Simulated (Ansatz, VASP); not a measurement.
# Two plane-wave programs on PbS

```xyz
2
Lattice="0.0000 3.1132 2.8167 3.1132 0.0000 2.8167 3.1132 3.1132 0.0000" Properties=species:S:1:pos:R:3 pbc="T T T"
Pb    0.0000    0.0000    0.0000
S     3.1132    3.1132    2.8167
```

Change from the starting cell: strain +0.050 along x and y, -0.050 along z, atoms carried along.

Alike in both runs: task single point; functional r2SCAN; k mesh 8 × 8 × 8; occupations gaussian, width 0.05 eV; no spin polarisation.

|  | VASP | Ansatz |
| --- | --- | --- |
| version | VASP 6.6.1 | Ansatz 0.2.0 |
| potentials or method | VASP PAW PBE potentials, release 64 (Pb_d, S), cutoff 550 eV | scalar-relativistic, plane waves, PAW |
| valence electrons in the cell | 20 | 20 |

Ansatz gave:

* gap on the k mesh at the Fermi level (eV): 0.49
* least direct gap on the mesh (eV): 0.49
* pressure (GPa): 0.3
* traceless stress, the component that is largest in VASP (GPa): 8.78

**Question.** Which values does VASP return?

**Answer.** gap on the k mesh at the Fermi level (eV): 0.50; least direct gap on the mesh (eV): 0.50; pressure (GPa): 0.3; traceless stress, the component that is largest in VASP (GPa): 8.82.

VASP's potentials were made for PBE, not for r2SCAN.

Neither program's run includes spin-orbit coupling.
